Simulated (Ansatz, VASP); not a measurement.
# One calculation of Mg5Te2, two programs

```
CELL_PARAMETERS angstrom
5.31642 0.00000 0.00000
-2.65821 4.60416 0.00000
0.00000 0.00000 8.03765
ATOMIC_POSITIONS crystal
Mg 0.33132 0.00000 0.50000
Mg 0.00000 0.33132 0.50000
Mg 0.66868 0.66868 0.50000
Mg 0.00000 0.00000 0.17999
Mg 0.00000 0.00000 0.82001
Te 0.33333 0.66667 0.00000
Te 0.66667 0.33333 0.00000
```

Alike in both runs: functional PBE; k mesh 4 × 4 × 2; occupations gaussian, width 0.2 eV; no spin polarisation.

Ansatz relaxed the structure, and its values are those at the end. VASP's run is a single point on that final structure, the one shown.

```csv
,VASP,Ansatz
version,VASP 6.6.1,Ansatz 0.2.0
potentials or method,"VASP PAW PBE potentials, release 64 (Mg, Te), cutoff 600 eV","scalar-relativistic, plane waves, PAW"
valence electrons in the cell,22,82
```

Ansatz gave:

- gap on the k mesh at the Fermi level (eV): none
- pressure (GPa): 0.1
- rms of the force components (eV/Å): 0.012

Q: Which values does VASP return?

A: gap on the k mesh at the Fermi level (eV): none; pressure (GPa): 0.0; rms of the force components (eV/Å): 0.012.

A gap of «none» marks a metal or a gap that the smearing closes. VASP's potentials hold 22 valence electrons a cell and Ansatz's 82, so a difference there can come from the potentials and not from the codes.

The k mesh is coarse, so the values compare programs but aren't converged. Spin-orbit coupling is off throughout.
